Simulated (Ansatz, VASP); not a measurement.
GaSb: VASP beside Ansatz

File INCAR:

```
ALGO = Normal
EDIFF = 1E-6
ENCUT = 520
GGA = PS
ISIF = 2
ISMEAR = 0
LASPH = True
LCHARG = True
LELF = True
LREAL = False
LVHAR = True
LWAVE = False
NBANDS = 16
NELM = 80
PREC = Accurate
SIGMA = 0.1
```

The input KPOINTS:

```
k-points
0
Gamma
  12 12 12
```

POSCAR

```
GaSb
1.0
    0.0000000000      3.0858698460      3.0858698460
    3.0858698460      0.0000000000      3.0858698460
    3.0858698460      3.0858698460      0.0000000000
Ga Sb
1 1
Direct
    0.0000000000      0.0000000000      0.0000000000
    0.2500000000      0.2500000000      0.2500000000
```

Input for Ansatz:

```yaml
crystal:
  lattice:
    - [0.0, 3.085869846, 3.085869846]
    - [3.085869846, 0.0, 3.085869846]
    - [3.085869846, 3.085869846, 0.0]
  atoms:
    - { symbol: Ga, position: [0.0, 0.0, 0.0] }
    - { symbol: Sb, position: [0.25, 0.25, 0.25] }
basis:
  ecutwfc: 420
kpoints:
  mp_grid: { grid: [12, 12, 12] }
hamiltonian:
  xc: pbesol
scf:
  occupations: { method: gaussian, width: 0.1 }
output:
  forces: true
  stress: true
  eigenvalues: true
```

Alike in both runs: task single point; functional PBEsol; k mesh 12 × 12 × 12; occupations gaussian, width 0.1 eV; no spin polarisation.

|  | VASP | Ansatz |
| --- | --- | --- |
| version | VASP 6.6.1 | Ansatz 0.2.0 |
| potentials or method | VASP PAW PBE potentials, release 64 (Ga_d, Sb), cutoff 520 eV | scalar-relativistic, plane waves, PAW |
| valence electrons in the cell | 18 | 28 |

Ansatz gave:

```
gap on the k mesh at the Fermi level (eV) : none
pressure (GPa)                            : -1.4
```

Question: What did VASP give for the same quantities?

Answer: gap on the k mesh at the Fermi level (eV): none; pressure (GPa): -1.3.

VASP's potentials were made for PBE, not for PBEsol. A gap of «none» marks a metal or a gap that the smearing closes. VASP's potentials hold 18 valence electrons a cell and Ansatz's 28, so a difference there can come from the potentials and not from the codes.

Neither program's run includes spin-orbit coupling.
